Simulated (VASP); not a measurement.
## C: single point with PBE+D3(BJ)

Crystal: C.

```
C
1.0
     0.00000    2.13414    3.39478
     1.23279    0.00000    3.39478
     1.23279    2.13414    0.00000
C
2
Direct
  0.16670 0.83330 0.16670
  0.83330 0.16670 0.83330
```

```yaml
Program: VASP 6.6.1
Task: single point
Functional: PBE
Dispersion: D3(BJ)
Potentials_or_basis: VASP PAW PBE potentials, release 64 (C)
Cutoff: 520 eV
k_mesh: 18 × 18 × 18
Occupations: gaussian, width 0.02 eV
Spin: no spin polarisation
```

The pressure is 0.4 GPa and the largest force is 0.004 eV/Å. The dispersion energy per atom is -0.154 eV.

Forces on the atoms (eV/Å):
```
C    0.000 -0.004  0.000
C    0.000  0.004  0.000
```

Stress tensor (GPa, compression positive):
```
 0.68  0.00  0.00
 0.00  0.68  0.00
 0.00  0.00 -0.07
```

Run time: 6 min on 1 thread of Intel Xeon 8259CL, with other jobs on the host, peak memory 0.26 GiB.
